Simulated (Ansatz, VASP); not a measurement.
# Two plane-wave programs on Se

INCAR

```
SYSTEM = Se
ALGO     = Normal         ! electronic algorithm
EDIFF    = 1E-6           ! SCF threshold, eV
ENCUT    = 520            ! plane-wave cutoff, eV
GGA      = RP             ! functional
ISIF     = 2              ! what is computed and relaxed
ISMEAR   = -1             ! smearing method
LASPH    = .True.         ! aspherical terms in the spheres
LCHARG   = .False.        ! write CHGCAR
LREAL    = .False.        ! projectors in reciprocal space
LWAVE    = .False.        ! write WAVECAR
NBANDS   = 13             ! bands
NELM     = 100            ! most SCF steps
PREC     = Accurate       ! precision mode
SIGMA    = 0.1            ! smearing width, eV
```

File KPOINTS:

```
k-points
0
Gamma
  11 11 9
  0 0 0
```

Contents of POSCAR:

```
Se
1.0
    3.6145078957      0.0000000000      0.0000000000
   -1.8072539479      3.1302556599      0.0000000000
    0.0000000000      0.0000000000      3.7536872784
Se
2
Direct
    0.3333333333      0.6666666667      0.2500000000
    0.6666666667      0.3333333333      0.7500000000
```

Input for Ansatz:

```yaml
crystal:
  lattice:
    - [3.6145078957, 0.0, 0.0]
    - [-1.8072539479, 3.1302556599, 0.0]
    - [0.0, 0.0, 3.7536872784]
  atoms:
    - { symbol: Se, position: [0.3333333333, 0.6666666667, 0.25] }
    - { symbol: Se, position: [0.6666666667, 0.3333333333, 0.75] }
hamiltonian:
  xc: rpbe
  pseudopotentials:
    kind: paw
    azcp:
      Se: "pseudopotentials/Se.paw.azcp"
basis:
  ecutwfc: 420
  fft_grid_basis: typed
kpoints:
  mp_grid: { grid: [11, 11, 9], shift: [0, 0, 0] }
magnetization:
  spin_polarized: false
scf:
  occupations: { method: fermi_dirac, width: 0.1 }
  lower_state_search: "off"
output:
  stress: true
```

Alike in both runs: task single point; functional RPBE; k mesh 11 × 11 × 9; occupations fermi-dirac, width 0.1 eV; no spin polarisation.

```csv
,VASP,Ansatz
version,VASP 6.6.1,Ansatz 0.2.0
potentials or method,"VASP PAW PBE potentials, release 64 (Se), cutoff 520 eV","plane waves (420 eV) with PAW, scalar-relativistic"
valence electrons in the cell,12,32
```

|  | VASP | Ansatz | Ansatz less VASP |
| --- | --- | --- | --- |
| pressure (GPa) | 5.8 | 5.8 | 0.00 |
| traceless stress, the component that is largest in VASP (GPa) | 1.63 | 1.62 | -0.006 |

VASP's potentials were made for PBE, not for RPBE. With one functional, cell and mesh, what is left measures potentials, basis and numerics. VASP's potentials hold 12 valence electrons a cell and Ansatz's 32, so a difference there can come from the potentials and not from the codes.
